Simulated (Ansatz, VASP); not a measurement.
# Two plane-wave programs on MgO

Contents of POSCAR:

```
MgO
1.0
    0.0000000000      2.0970013927      2.0970013927
    2.0970013927      0.0000000000      2.0970013927
    2.0970013927      2.0970013927      0.0000000000
Mg O
1 1
Direct
    0.0000000000      0.0000000000      0.0000000000
    0.5000000000      0.5000000000      0.5000000000
```

Contents of INCAR.step1:

```
SYSTEM = MgO
PREC = Accurate ; ENCUT = 920
ISMEAR = -1 ; SIGMA = 0.05
LREAL = .FALSE. ; LASPH = .TRUE.
NELM = 120 ; NBANDS = 15
GGA = PE ; ALGO = Normal
EDIFF = 1E-5 ; LWAVE = .TRUE.
LCHARG = .FALSE. ; GGA_COMPAT = .FALSE.
```

INCAR.step2

```
SYSTEM = MgO
PREC = Accurate ; ENCUT = 920
EDIFF = 1E-6 ; ISMEAR = -1
SIGMA = 0.05 ; LREAL = .FALSE.
LASPH = .TRUE. ; NELM = 120
ALGO = Normal ; ISIF = 2
LWAVE = .FALSE. ; LCHARG = .FALSE.
METAGGA = R2SCAN ; LMIXTAU = .TRUE.
NBANDS = 15 ; ISTART = 1
GGA_COMPAT = .FALSE.
```

File KPOINTS:

```
regular mesh
0
G
  6 6 6
  0 0 0
```

File input.yaml:

```yaml
crystal:
  lattice:
    - [0.0, 2.0970013927, 2.0970013927]
    - [2.0970013927, 0.0, 2.0970013927]
    - [2.0970013927, 2.0970013927, 0.0]
  atoms:
    - { symbol: Mg, position: [0.0, 0.0, 0.0] }
    - { symbol: O, position: [0.5, 0.5, 0.5] }
hamiltonian:
  xc: r2scan
  pseudopotentials: { kind: paw }
kpoints:
  mp_grid: { grid: [6, 6, 6] }
scf:
  occupations: { method: fermi_dirac, width: 0.05 }
output:
  forces: true
  stress: true
  eigenvalues: true
```

Alike in both runs: task single point; functional r2SCAN; k mesh 6 × 6 × 6; occupations fermi-dirac, width 0.05 eV; no spin polarisation.

|  | VASP | Ansatz |
| --- | --- | --- |
| version | VASP 6.6.1 | Ansatz 0.2.0 |
| potentials or method | VASP PAW PBE potentials, release 64 (Mg_sv, O) | Ansatz PAW |
| plane-wave cutoff (eV) | 920 | 500 |
| valence electrons in the cell | 16 | 16 |

|  | VASP | Ansatz | Ansatz less VASP |
| --- | --- | --- | --- |
| gap on the k mesh at the Fermi level (eV) | 5.78 | 5.76 | -0.016 |
| least direct gap on the mesh (eV) | 5.78 | 5.76 | -0.016 |
| pressure (GPa) | 1.8 | 1.3 | -0.49 |

VASP's potentials were made for PBE, not for r2SCAN. The functional is the same, so the differences come from potentials, cutoffs and numerics.

The k mesh is coarse, so the values compare programs but aren't converged.
